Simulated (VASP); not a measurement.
A run of VASP 6.6.1 is set up as follows.

File INCAR:

```
PREC = Accurate
ENCUT = 520
EDIFF = 1E-8
ISMEAR = 0
SIGMA = 0.01
LREAL = F
LASPH = T
NELM = 60
ALGO = Normal
ISIF = 2
LWAVE = F
LCHARG = T
NBANDS = 26
IBRION = 8
NSW = 1
LEPSILON = T
```

Contents of KPOINTS:

```
regular mesh
0
Gamma
  12 12 6
```

The input POSCAR:

```
ZnO
1.0
    3.0898083277      0.0000000000      0.0000000000
   -1.5449041639      2.6758525046      0.0000000000
    0.0000000000      0.0000000000      5.0041205247
Zn O
2 2
Direct
    0.3333333333      0.6666666667      0.0022030308
    0.6666666667      0.3333333333      0.5022030308
    0.3333333333      0.6666666667      0.3798969692
    0.6666666667      0.3333333333      0.8798969692
```

Potentials or basis: VASP PAW LDA potentials, release 64 (Zn, O).

Launch:

```console
$ cat potpaw_LDA.64/Zn/POTCAR potpaw_LDA.64/O/POTCAR > POTCAR
$ mpirun -np 1 vasp_std > vasp.out
```

What does it give for the electronic dielectric tensor (diagonal)?

4.86, 4.86, 4.90.

What does it give for the Born charges (mean of the diagonal)?

Zn +2.04; O -2.04 e.

What does it give for the highest phonon frequency at Γ, LO-TO splitting left out?

639 cm⁻¹.

Phonon frequencies in cm⁻¹ (negative: imaginary):
```
              q point                                frequencies
(0.000, 0.000, 0.000)  -1 -1 0 62 62 285 482 496 496 535 535 639
```

Caveat: the cell stands under pressure or tension, which shifts response properties.
